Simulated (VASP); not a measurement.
# As (R-3m) in VASP: further runs

The runs below take As through single point, with LDA.

Program: VASP 6.6.1. These are calculated values, not measurements. Logs are shortened: lines on timing, memory, paths and dates and some standing lists are left out, and cuts for length are marked.

### Step 1. The cell of the first run

Symmetry: R-3m, No. 166, trigonal system. Conventional cell: a = 3.759 Å, b = 3.759 Å, c = 10.248 Å, α = 90.00°, β = 90.00°, γ = 120.00°. As (site symmetry 3m) has 6 As at 2.50 to 3.07 Å within 3.3 Å.

### Step 2. Single point, LDA (zz strain of -2 %)

Contents of INCAR:

```
SYSTEM = As
PREC     = Accurate       ! precision mode
ENCUT    = 520            ! plane-wave cutoff, eV
EDIFF    = 1E-6           ! SCF threshold, eV
ISMEAR   = -1             ! smearing method
SIGMA    = 0.05           ! smearing width, eV
LREAL    = .FALSE.        ! projectors in reciprocal space
LASPH    = .TRUE.         ! aspherical terms in the spheres
NELM     = 80             ! most SCF steps
ALGO     = Normal         ! electronic algorithm
ISIF     = 2              ! what is computed and relaxed
LWAVE    = .FALSE.        ! write WAVECAR
LCHARG   = .FALSE.        ! write CHGCAR
NBANDS   = 12             ! bands
```

Contents of KPOINTS:

```
Automatic mesh
0
G
  13 13 13
  0 0 0
```

Contents of POSCAR:

```
As
1.0
    1.8797494575      1.0852738553      3.4160546000
   -1.8797494575      1.0852738553      3.4160546000
    0.0000000000     -2.1705477106      3.4160546000
As
2
Direct
    0.2275400000      0.2275400000      0.2275400000
    0.7724600000      0.7724600000      0.7724600000
```

Potentials or basis: VASP PAW LDA potentials, release 64 (As).

Launch:

```sh
$ cat potpaw_LDA.64/As/POTCAR > POTCAR
$ mpirun -np 1 vasp_std > vasp.out
```

OUTCAR:

```text
SYSTEM = As
   PREC = Accurate
   ENCUT = 520
   EDIFF = 1E-6
   ISMEAR = -1
   LREAL = .FALSE.
   LASPH = .TRUE.
   NELM = 80
   ISIF = 2

 ion  position               nearest neighbor table
   1  0.228  0.228  0.228-   2 2.50   2 2.50   2 2.50
   2  0.772  0.772  0.772-   1 2.50   1 2.50   1 2.50

  LATTYP: Found a trigonal (rhomboedric) cell.
 ALAT       =     4.0473085371
 COS(alpha) =     0.5685829490

  Lattice vectors:

 A1 = (   1.8797494575,   1.0852738553,   3.4160546000)
 A2 = (  -1.8797494575,   1.0852738553,   3.4160546000)
 A3 = (   0.0000000000,  -2.1705477106,   3.4160546000)

Analysis of symmetry for initial positions (statically):
=====================================================================
 Subroutine PRICEL returns:
 Original cell was already a primitive cell.

 Routine SETGRP: Setting up the symmetry group for a
 trigonal (rhombohedral) supercell.

 Subroutine GETGRP returns: Found 12 space group operations
 (whereof 12 operations were pure point group operations)
 out of a pool of 12 trial point group operations.

The static configuration has the point symmetry D_3d.

Analysis of symmetry for dynamics (positions and initial velocities):
=====================================================================
 Subroutine PRICEL returns:
 Original cell was already a primitive cell.

 Routine SETGRP: Setting up the symmetry group for a
 trigonal (rhombohedral) supercell.

 Subroutine GETGRP returns: Found 12 space group operations
 (whereof 12 operations were pure point group operations)
 out of a pool of 12 trial point group operations.

The dynamic configuration has the point symmetry D_3d.

 Subroutine INISYM returns: Found 12 space group operations
 (whereof 12 operations are pure point group operations),
 and found     1 'primitive' translations

----------------------------------------------------------------------------------------

                                     Primitive cell

  volume of cell :      41.8134

  direct lattice vectors                    reciprocal lattice vectors
     1.879749457  1.085273855  3.416054600     0.265992895  0.153571070  0.097578456
    -1.879749457  1.085273855  3.416054600    -0.265992895  0.153571070  0.097578456
     0.000000000 -2.170547711  3.416054600     0.000000000 -0.307142139  0.097578456

  length of vectors
     4.047308537  4.047308537  4.047308537     0.322269838  0.322269838  0.322269838

  position of ions in fractional coordinates (direct lattice)
     0.227540000  0.227540000  0.227540000
     0.772460000  0.772460000  0.772460000

[... 86 lines left out ...]
   PSTRESS=    0.0 pullay stress
   NELECT =      10.0000    total number of electrons
   NUPDOWN=      -1.0000    fix difference up-down
   EMIN   =  10.00;   EMAX   =-10.00  energy-range for DOS
   EFERMI =   0.00;   METHOD = LEGACY
   ISMEAR =    -1;   SIGMA  =   0.05  broadening in eV -4-tet -1-fermi 0-gaus
   EFERMI_NEDOS =   21; number of points for ismear=-14 and -15
   IALGO  =     38    algorithm
   IMIX   =      4    mixing-type and parameters
     AMIX     =   0.40;   BMIX     =  1.00
     AMIX_MAG =   1.60;   BMIX_MAG =  1.00
  volume/ion in A,a.u.               =      20.91       141.09
  Fermi-wavevector in a.u.,A,eV,Ry     =   1.016178  1.920298 14.049612  1.032617
  Thomas-Fermi vector in A             =   2.149506
   LORBIT       =      0    0 simple, 1 ext, 2 COOP (PROOUT), +10 PAW based schemes
   GGA     = CA    functional components
   LHFCALC =     F    Hartree Fock is set to
   AEXX    =    0.0000 exact exchange contribution
   IVDW    =     0    specifies the selected vdW correction
   LEPSILON=     F    determine dielectric tensor
   LRPA    =     F    only Hartree local field effects (RPA)
 non-spin polarized calculation
  energy-cutoff  :      520.00
  volume of cell :       41.81
 maximum number of plane-waves:      1137
 NGX is ok and might be reduce to    30
   NGX = 15   NGY = 15   NGZ = 15

 number of electron      10.0000000 magnetization

 Free energy of the ion-electron system (eV)
  ---------------------------------------------------
  ext. energy  EPLUGINS =         0.00000000
  ---------------------------------------------------
  free energy    TOTEN  =       -10.77298583 eV

  energy without entropy =      -10.77209334  energy(sigma->0) =      -10.77253958

 E-fermi :   5.7848     XC(G=0): -10.2905

 val. band max:        5.6195049192   @ k =   0.4615  -0.0000   0.0000
 cond. band min:       5.8024907987   @ k =   0.3846   0.1538   0.1538
 fundamental gap:      0.1829858795
 Fermi energy:         5.7847917490

 k-point     1 :       0.0000    0.0000    0.0000
  band No.  band energies     occupation
      1      -9.4917      2.00000
      2       0.0998      2.00000
      3       3.3343      2.00000
      4       3.6377      2.00000
      5       3.6377      2.00000
      6       7.5027      0.00000
      7       8.7400      0.00000
      8       8.7400      0.00000
      9      12.4463      0.00000
     10      12.4463      0.00000
     11      12.9633      0.00000
     12      14.4692      0.00000
[... 331 lines left out ...]
 k-point    24 :       0.4615    0.1538   -0.0000
  band No.  band energies     occupation
      1      -7.1569      2.00000
      2      -4.5778      2.00000
      3       1.4880      2.00000
      4       2.3545      2.00000
      5       3.8638      2.00000
      6       7.4775      0.00000
      7       7.6327      0.00000
      8       8.7620      0.00000
      9      12.2686      0.00000
     10      15.7531      0.00000
     11      16.1259      0.00000
     12      17.6486      0.00000

 [... further k-points ...]

------------------------ aborting loop because EDIFF is reached ----------------------------------------

  FORCE on cell =-STRESS in cart. coord.  units (eV):
  Direction    XX          YY          ZZ          XY          YZ          ZX
  --------------------------------------------------------------------------------------
  -------------------------------------------------------------------------------------
  Total        0.0801840      0.0801840     -0.0289140     -0.0000000     -0.0000000      0.0000000
  in kB        3.0724383      3.0724383     -1.1079082     -0.0000000     -0.0000000      0.0000000
  external PRESSURE =       1.6789895 kB  Pullay stress =       0.0000000 kB

 VOLUME and BASIS-vectors are now :
 -----------------------------------------------------------------------------
  energy-cutoff  :      520.00
  volume of cell :       41.81
      direct lattice vectors                 reciprocal lattice vectors
     1.879749457  1.085273855  3.416054600     0.265992895  0.153571070  0.097578456
    -1.879749457  1.085273855  3.416054600    -0.265992895  0.153571070  0.097578456
     0.000000000 -2.170547711  3.416054600     0.000000000 -0.307142139  0.097578456

 POSITION                                       TOTAL-FORCE (eV/Angst)
 -----------------------------------------------------------------------------------
      0.00000      0.00000      2.33187         0.000000      0.000000      0.330010
      0.00000      0.00000      7.91630         0.000000     -0.000000     -0.330010
 -----------------------------------------------------------------------------------
    total drift:                               -0.000000      0.000000     -0.000000

  FREE ENERGIE OF THE ION-ELECTRON SYSTEM (eV)
  ---------------------------------------------------
  free  energy   TOTEN  =       -10.7729858282 eV

  energy  without entropy=      -10.7720933408  energy(sigma->0) =      -10.77253958
```

Wall time 85 s (1 thread of Intel Xeon Platinum 8259CL at 2.50GHz (Skylake/Cascade Lake), shared host); peak memory 0.22 GiB.

Results:

- Free energy: -10.7730 eV
- Pressure: 0.2 GPa
- Largest force: 0.330 eV/Å
- Band gap on the k mesh: zero (band 5 reaches 5.85 eV, above the bottom of band 6 at 5.62 eV)

Forces on the atoms (eV/Å):
```
As   0.000  0.000  0.330
As   0.000  0.000 -0.330
```

Stress tensor (GPa, compression positive):
```
 0.31  0.00  0.00
 0.00  0.31  0.00
 0.00  0.00 -0.11
```

Caveat: the cell differs from its parent crystal (zz strain of -2 %).

### Step 3. Single point, LDA (equal xx and yy strain of -1 %)

Contents of INCAR:

```
ALGO = Normal
EDIFF = 1E-7
ENCUT = 520
ISIF = 2
ISMEAR = -1
LASPH = True
LCHARG = False
LREAL = False
LWAVE = False
NBANDS = 12
NELM = 80
PREC = Accurate
SIGMA = 0.05
```

Contents of KPOINTS:

```
k-points
0
Gamma
  13 13 13
```

Contents of POSCAR:

```
As
1.0
    1.8609519629      1.0744211168      3.4857700000
   -1.8609519629      1.0744211168      3.4857700000
    0.0000000000     -2.1488422335      3.4857700000
As
2
Direct
    0.2275400000      0.2275400000      0.2275400000
    0.7724600000      0.7724600000      0.7724600000
```

Potentials or basis: VASP PAW LDA potentials, release 64 (As).

Launch:

```sh
$ cat potpaw_LDA.64/As/POTCAR > POTCAR
$ mpirun -np 1 vasp_std > vasp.out
```

It took 94 s on 1 thread of Intel Xeon Platinum 8259CL at 2.50GHz (Skylake/Cascade Lake), shared host; peak memory 0.22 GiB.

Results (log left out):

```
Free energy            : -10.7660 eV
Pressure               : 0.7 GPa
Largest force          : 0.251 eV/Å
Band gap on the k mesh : zero (band 5 reaches 6.03 eV, above the bottom of band 6 at 5.61 eV)
```

Forces on the atoms (eV/Å):
```
As   0.000  0.000  0.251
As   0.000  0.000 -0.251
```

Stress tensor (GPa, compression positive):
```
 1.42  0.00  0.00
 0.00  1.42  0.00
 0.00  0.00 -0.74
```

Levels at points of the mesh, in eV from the Fermi level:
| k point | band 1 | band 2 | band 3 | band 4 | band 5 | band 6 | band 7 | band 8 | band 9 | band 10 |
| --- | --- | --- | --- | --- | --- | --- | --- | --- | --- | --- |
| (0.00, 0.00, 0.00) | -15.37 | -5.83 | -2.76 | -2.08 | -2.08 | 1.66 | 2.89 | 2.89 | 6.76 | 6.76 |

Caveat: the cell differs from its parent crystal (equal xx and yy strain of -1 %).

### Step 4. Single point, LDA (volume scaled by 0.99)

Contents of INCAR:

```
SYSTEM = As
ALGO     = Normal         ! electronic algorithm
EDIFF    = 1E-6           ! SCF threshold, eV
ENCUT    = 520            ! plane-wave cutoff, eV
GGA      = CA             ! functional
ISIF     = 2              ! what is computed and relaxed
ISMEAR   = -1             ! smearing method
LASPH    = .TRUE.         ! aspherical terms in the spheres
LCHARG   = .FALSE.        ! write CHGCAR
LREAL    = .FALSE.        ! projectors in reciprocal space
LWAVE    = .FALSE.        ! write WAVECAR
NBANDS   = 12             ! bands
NELM     = 100            ! most SCF steps
PREC     = Accurate       ! precision mode
SIGMA    = 0.05           ! smearing width, eV
```

Contents of KPOINTS:

```
k-points
0
G
  13 13 13
  0 0 0
```

Contents of POSCAR:

```
As
1.0
    1.8734626231      1.0816441497      3.4741118193
   -1.8734626231      1.0816441497      3.4741118193
    0.0000000000     -2.1632882995      3.4741118193
As
2
Direct
    0.2275400000      0.2275400000      0.2275400000
    0.7724600000      0.7724600000      0.7724600000
```

Potentials or basis: VASP PAW LDA potentials, release 64 (As).

Launch:

```sh
$ cat potpaw_LDA.64/As/POTCAR > POTCAR
$ mpirun -np 1 vasp_std > vasp.out
```

OUTCAR:

```text
SYSTEM = As
   EDIFF = 1E-6
   ENCUT = 520
   GGA = CA
   ISIF = 2
   ISMEAR = -1
   LASPH = .TRUE.
   LREAL = .FALSE.
   NELM = 100
   PREC = Accurate

 ion  position               nearest neighbor table
   1  0.228  0.228  0.228-   2 2.51   2 2.51   2 2.51
   2  0.772  0.772  0.772-   1 2.51   1 2.51   1 2.51

  LATTYP: Found a trigonal (rhomboedric) cell.
 ALAT       =     4.0925871035
 COS(alpha) =     0.5808936906

  Lattice vectors:

 A1 = (   1.8734626231,   1.0816441497,   3.4741118193)
 A2 = (  -1.8734626231,   1.0816441497,   3.4741118193)
[... 538 lines left out ...]
      8       8.6072      0.00000
      9      12.2815      0.00000
     10      15.3400      0.00000
     11      15.8455      0.00000
     12      17.7025      0.00000

 [... further k-points ...]
[... 5 lines left out ...]
  --------------------------------------------------------------------------------------
  -------------------------------------------------------------------------------------
  Total        0.0391194      0.0391194     -0.3169914      0.0000000      0.0000000      0.0000000
  in kB        1.4838092      1.4838092    -12.0235750      0.0000000      0.0000000      0.0000000
  external PRESSURE =      -3.0186522 kB  Pullay stress =       0.0000000 kB

 VOLUME and BASIS-vectors are now :
 -----------------------------------------------------------------------------
  energy-cutoff  :      520.00
  volume of cell :       42.24
      direct lattice vectors                 reciprocal lattice vectors
     1.873462623  1.081644150  3.474111819     0.266885495  0.154086413  0.095947785
    -1.873462623  1.081644150  3.474111819    -0.266885495  0.154086413  0.095947785
     0.000000000 -2.163288300  3.474111819     0.000000000 -0.308172825  0.095947785

 POSITION                                       TOTAL-FORCE (eV/Angst)
 -----------------------------------------------------------------------------------
      0.00000     -0.00000      2.37150         0.000000     -0.000000      0.206882
      0.00000     -0.00000      8.05084         0.000000      0.000000     -0.206882
 -----------------------------------------------------------------------------------
    total drift:                               -0.000000      0.000000     -0.000000

  FREE ENERGIE OF THE ION-ELECTRON SYSTEM (eV)
  ---------------------------------------------------
  free  energy   TOTEN  =       -10.7696372926 eV

  energy  without entropy=      -10.7686014221  energy(sigma->0) =      -10.76911936
```

OSZICAR:

```text
N       E                     dE             d eps       ncg     rms          rms(c)
DAV:   1     0.277064923975E+02    0.27706E+02   -0.42218E+03  5544   0.697E+02
DAV:   2    -0.918490920046E+01   -0.36891E+02   -0.35201E+02  7356   0.112E+02
DAV:   3    -0.108108220801E+02   -0.16259E+01   -0.16170E+01  7032   0.240E+01
DAV:   4    -0.108189845167E+02   -0.81624E-02   -0.81616E-02  6272   0.195E+00
DAV:   5    -0.108190060699E+02   -0.21553E-04   -0.21553E-04  6972   0.107E-01    0.365E+00
DAV:   6    -0.107862506630E+02    0.32755E-01   -0.93633E-03  6260   0.499E-01    0.215E+00
DAV:   7    -0.107696681882E+02    0.16582E-01   -0.17861E-02  6236   0.707E-01    0.726E-02
DAV:   8    -0.107696331702E+02    0.35018E-04   -0.50923E-04  6512   0.141E-01    0.229E-02
DAV:   9    -0.107696375416E+02   -0.43714E-05   -0.29848E-05  6724   0.305E-02    0.102E-02
DAV:  10    -0.107696372926E+02    0.24900E-06   -0.15387E-06  4492   0.682E-03
   1 F= -.10769637E+02 E0= -.10769119E+02  d E =-.103587E-02
```

stdout:

```text
POSCAR found type information on POSCAR As
 POSCAR found :  1 types and       2 ions
 scaLAPACK will be used
 LDA part: xc-table for (Slater(with rela. corr.)+CA(PZ))
 , standard interpolation
 POSCAR, INCAR and KPOINTS ok, starting setup
 FFT: planning ... GRIDC
 FFT: planning ... GRID_SOFT
 FFT: planning ... GRID
 WAVECAR not read
 entering main loop
```

It took 83 s on 1 thread of Intel Xeon Platinum 8259CL at 2.50GHz (Skylake/Cascade Lake), shared host; peak memory 0.22 GiB.

Results:

```yaml
Free_energy: -10.7696 eV
Pressure: -0.3 GPa
Largest_force: 0.207 eV/Å
Band_gap_on_the_k_mesh: zero (band 5 reaches 5.84 eV, above the bottom of band 6 at 5.49 eV)
```

Forces in eV/Å, atoms in the order of the input:
```
As   0.000  0.000  0.207
As   0.000  0.000 -0.207
```

### Step 5. Single point, LDA (zz strain of -1 %)

Contents of INCAR:

```
SYSTEM = As
ALGO = Normal ; EDIFF = 1E-6
ENCUT = 520 ; GGA = CA
ISIF = 2 ; ISMEAR = -1
LASPH = .True. ; LCHARG = .False.
LREAL = .False. ; LWAVE = .False.
NBANDS = 12 ; NELM = 100
PREC = Accurate ; SIGMA = 0.05
```

Contents of KPOINTS:

```
k-points
0
Gamma
  13 13 13
  0 0 0
```

Contents of POSCAR:

```
As
1.0
    1.8797494575      1.0852738553      3.4509123000
   -1.8797494575      1.0852738553      3.4509123000
    0.0000000000     -2.1705477106      3.4509123000
As
2
Direct
    0.2275400000      0.2275400000      0.2275400000
    0.7724600000      0.7724600000      0.7724600000
```

Launch:

```sh
$ cat potpaw_LDA.64/As/POTCAR > POTCAR
$ mpirun -np 1 vasp_std > vasp.out
```

It took 78 s on 1 thread of Intel Xeon Platinum 8259CL at 2.50GHz (Skylake/Cascade Lake), shared host; peak memory 0.22 GiB.

The run converged. Its results:

```
Free energy            : -10.7715 eV
Pressure               : -0.5 GPa
Largest force          : 0.235 eV/Å
Band gap on the k mesh : zero (band 5 reaches 5.79 eV, above the bottom of band 6 at 5.49 eV)
```

Forces on the atoms (eV/Å):
```
As   0.000  0.000  0.235
As   0.000  0.000 -0.235
```

Stress tensor (GPa, compression positive):
```
-0.23  0.00  0.00
 0.00 -0.23  0.00
 0.00  0.00 -0.99
```

Levels at points of the mesh, in eV from the Fermi level:
| k point | band 2 | band 3 | band 4 | band 5 | band 6 | band 7 | band 8 | band 9 |
| --- | --- | --- | --- | --- | --- | --- | --- | --- |
| (0.00, 0.00, 0.00) | -5.78 | -2.52 | -2.10 | -2.10 | 1.70 | 2.92 | 2.92 | 6.70 |

Caveat: the cell differs from its parent crystal (zz strain of -1 %).

(Continued in part 2 of 2.)
